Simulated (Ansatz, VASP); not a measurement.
# MgTe4: VASP beside Ansatz

```
Mg Te
1.0
     3.27439    1.89047    4.48156
    -3.27439    1.89047    4.48156
     0.00000   -3.78094    4.48156
Mg Te
1 4
Direct
  0.00000 0.00000 0.00000
  0.00000 0.00000 0.50000
  0.50000 0.00000 0.00000
  0.00000 0.50000 0.00000
  0.50000 0.50000 0.50000
```

Alike in both runs: functional PBE; k mesh 3 × 3 × 3; occupations gaussian, width 0.1 eV; no spin polarisation.

Ansatz relaxed the structure, and its values are those at the end. VASP's run is a single point on that final structure, the one shown.

```csv
,VASP,Ansatz
version,VASP 6.6.1,Ansatz 0.2.0
potentials or method,"VASP PAW PBE potentials, release 64 (Mg, Te), cutoff 520 eV","scalar-relativistic, plane waves, PAW"
valence electrons in the cell,26,74
```

Ansatz gave:

```
gap on the k mesh at the Fermi level (eV) : none
pressure (GPa)                            : 0.0
```

Q: Which values does VASP return?

A: gap on the k mesh at the Fermi level (eV): none; pressure (GPa): -0.1.

A gap of «none» marks a metal or a gap that the smearing closes. VASP's potentials hold 26 valence electrons a cell and Ansatz's 74, so a difference there can come from the potentials and not from the codes.

The k mesh is coarse, so the values compare programs but aren't converged. Neither program's run includes spin-orbit coupling.
